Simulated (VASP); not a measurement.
Input of a VASP 6.6.1 run:

INCAR

```
SYSTEM = SnO2
PREC = Accurate ; ENCUT = 520
EDIFF = 1E-6 ; ISMEAR = 0
SIGMA = 0.01 ; LREAL = .FALSE.
LASPH = .TRUE. ; NELM = 80
ALGO = Normal ; ISIF = 2
LWAVE = .FALSE. ; LCHARG = .FALSE.
GGA = PE ; NBANDS = 20
```

File KPOINTS:

```
Automatic mesh
0
G
  6 6 6
  0 0 0
```

POSCAR

```
SnO2
1.0
    0.0000000000      2.5334672578      2.5334672578
    2.5334672578      0.0000000000      2.5334672578
    2.5334672578      2.5334672578      0.0000000000
Sn O
1 2
Direct
    0.0000000000      0.0000000000      0.0000000000
    0.7500000000      0.7500000000      0.7500000000
    0.2500000000      0.2500000000      0.2500000000
```

Potentials or basis: VASP PAW PBE potentials, release 64 (Sn_d, O).

Command:

```sh
$ cat potpaw_PBE.64/Sn_d/POTCAR potpaw_PBE.64/O/POTCAR > POTCAR
$ mpirun -np 1 vasp_std > vasp.out
```

Problem. Predict the pressure.

Solution. 10.0 GPa.

Problem. What does it give for the band gap on the k mesh?

Solution. 0.30 eV, indirect (least direct gap 1.68 eV).

Caveat: spin-orbit coupling is left out, which moves the levels of the heavy elements. A k mesh can miss the band edges.
